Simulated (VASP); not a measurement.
Here is a VASP 6.6.1 calculation.

File INCAR:

```
SYSTEM = Ti
PREC = Accurate
ENCUT = 520
EDIFF = 1E-6
ISMEAR = 0
SIGMA = 0.15
LREAL = .False.
LASPH = .True.
NELM = 60
ALGO = Fast
ISIF = 2
LWAVE = .False.
LCHARG = .False.
GGA = PS
NBANDS = 12
```

The input KPOINTS:

```
regular mesh
0
Gamma
  22 22 22
  0 0 0
```

POSCAR

```
Ti
1.0
   -1.6192398071      1.6192398071      1.7448928161
    1.6192398071     -1.6192398071      1.7448928161
    1.6192398071      1.6192398071     -1.7448928161
Ti
1
Direct
    0.0000000000      0.0000000000      0.0000000000
```

Potentials or basis: VASP PAW PBE potentials, release 64 (Ti_sv).

Launch:

```console
$ cat potpaw_PBE.64/Ti_sv/POTCAR > POTCAR
$ mpirun -np 1 vasp_std > vasp.out
```

Task: What does it give for the pressure?

Result: -9.6 GPa.

Task: Estimate the band gap on the k mesh.

Result: Zero (band 6 reaches 8.34 eV, above the bottom of band 7 at 6.84 eV).

Stress tensor (GPa, compression positive):
```
-10.17   0.00   0.00
  0.00 -10.17   0.00
  0.00   0.00  -8.51
```

Caveat: the PAW data sets were made with another functional, which shifts forces and pressure a little.
